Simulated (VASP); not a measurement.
NbN (rocksalt type):

```
Nb N
1.0
     0.00000    2.15443    2.15443
     2.15443    0.00000    2.15443
     2.15443    2.15443    0.00000
Nb N
1 1
Direct
  0.00000 0.00000 0.00000
  0.50000 0.50000 0.50000
```

```yaml
Program: VASP 6.6.1
Task: relaxation of cell and atoms
Functional: LDA
Potentials_or_basis: VASP PAW LDA potentials, release 64 (Nb_sv, N)
Cutoff: 600 eV
k_mesh: 17 × 17 × 17
Occupations: fermi-dirac, width 0.05 eV
Spin: no spin polarisation
```

At the start: pressure 12.1 GPa; volume 10.00 Å³/atom.

Where does the relaxation end?

Over 4 steps the energy falls by 12.1 meV/atom and the volume is 10.33 Å³/atom (+3.3 %); space group Fm-3m (No. 225, to 0.1 Å) before and after.

Step by step:
```csv
step,energy change (eV),largest force (eV/Å),pressure (GPa),volume (Å³)
1,0.0000,0.0000,12.13,20.00
2,0.0962,0.0000,-22.34,22.27
3,-0.0242,0.0000,-0.33,20.68
4,-0.0242,0.0000,0.00,20.66
```

Final structure:
```cif
data_structure
_symmetry_space_group_name_H-M 'P 1'
_symmetry_Int_Tables_number 1
_cell_length_a 3.0799
_cell_length_b 3.0799
_cell_length_c 3.0799
_cell_angle_alpha 60.000
_cell_angle_beta 60.000
_cell_angle_gamma 60.000
_cell_volume 20.66
loop_
_atom_site_label
_atom_site_type_symbol
_atom_site_fract_x
_atom_site_fract_y
_atom_site_fract_z
_atom_site_occupancy
Nb1 Nb 0.00000 0.00000 0.00000 1
N1 N 0.50000 0.50000 0.50000 1
```

Caveat: the highest band is partly filled, so the run has too few bands.
